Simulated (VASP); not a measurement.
Input of a VASP 6.6.1 run:

File INCAR:

```
  ALGO = Normal
  EDIFF = 1E-6
  ENCUT = 1330
  GGA_COMPAT = F
  ISIF = 2
  ISMEAR = 0
  LASPH = T
  LCHARG = T
  LELF = T
  LREAL = F
  LVHAR = T
  LWAVE = F
  NBANDS = 26
  NELM = 120
  PREC = Accurate
  SIGMA = 0.01
```

File KPOINTS:

```
k-points
0
Gamma
  8 8 4
```

The input POSCAR:

```
GaN
1.0
    3.1049025378      0.0000000000      0.0000000000
   -1.5524512689      2.6889244740      0.0000000000
    0.0000000000      0.0000000000      5.0628531699
Ga N
2 2
Direct
    0.3333333333      0.6666666667     -0.0006110650
    0.6666666667      0.3333333333      0.4993889350
    0.3333333333      0.6666666667      0.3756110650
    0.6666666667      0.3333333333      0.8756110650
```

Potentials or basis: VASP PAW LDA potentials, release 64 (Ga_d, N_h).

The run is started by

```sh
$ cat potpaw_LDA.64/Ga_d/POTCAR potpaw_LDA.64/N_h/POTCAR > POTCAR
$ mpirun -np 1 vasp_std > vasp.out
```

**Question.** Predict the pressure.

**Answer.** 11.2 GPa.

**Question.** Estimate the band gap on the k mesh.

**Answer.** 2.45 eV.

Caveat: the cell stands under pressure.
